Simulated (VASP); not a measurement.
Here is a VASP 6.6.1 calculation.

INCAR

```
ALGO = Normal
EDIFF = 1E-6
ENCUT = 520
GGA = PE
ISIF = 2
ISMEAR = -1
LASPH = T
LCHARG = T
LELF = T
LREAL = F
LVHAR = T
LWAVE = F
NBANDS = 12
NELM = 80
PREC = Accurate
SIGMA = 0.08
```

KPOINTS

```
k-points
0
Gamma
  15 15 15
```

File POSCAR:

```
V
1.0
    2.1558415010      0.0000000000      0.0000000000
    0.0000000000      2.1558415010      0.0000000000
    0.0000000000      0.0000000000      2.1558415010
V
1
Direct
    0.0000000000      0.0000000000      0.0000000000
```

Potentials or basis: VASP PAW PBE potentials, release 64 (V_sv).

Launch:

```sh
$ cat potpaw_PBE.64/V_sv/POTCAR > POTCAR
$ mpirun -np 1 vasp_std > vasp.out
```

What does it give for the pressure?

110.3 GPa.
